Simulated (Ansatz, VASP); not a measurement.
**Se: VASP beside Ansatz**

```
CELL_PARAMETERS angstrom
8.50000 0.00000 0.00000
0.00000 8.80000 0.00000
0.00000 0.00000 9.10000
ATOMIC_POSITIONS crystal
Se 0.50125 0.50368 0.50364
```

Alike in both runs: task single point; functional PBE; k mesh 1 × 1 × 1; occupations fermi-dirac, width 0.1 eV; collinear spin.

|  | VASP | Ansatz |
| --- | --- | --- |
| version | VASP 6.6.1 | Ansatz 0.2 development build |
| potentials or method | VASP PAW PBE potentials, release 64 (Se) | scalar-relativistic |
| plane-wave cutoff (eV) | 400 | 1170 |

|  | VASP | Ansatz | Ansatz less VASP |
| --- | --- | --- | --- |
| net moment per atom (μB) | 2.00 | 2.00 | 0.000 |
| size of the moment on the site where the two differ most (μB) | 1.11 | 2.00 | +0.894 |

Site moments also hang on the region over which each program counts them. Ansatz's warnings: open shared shell at semilocal close.
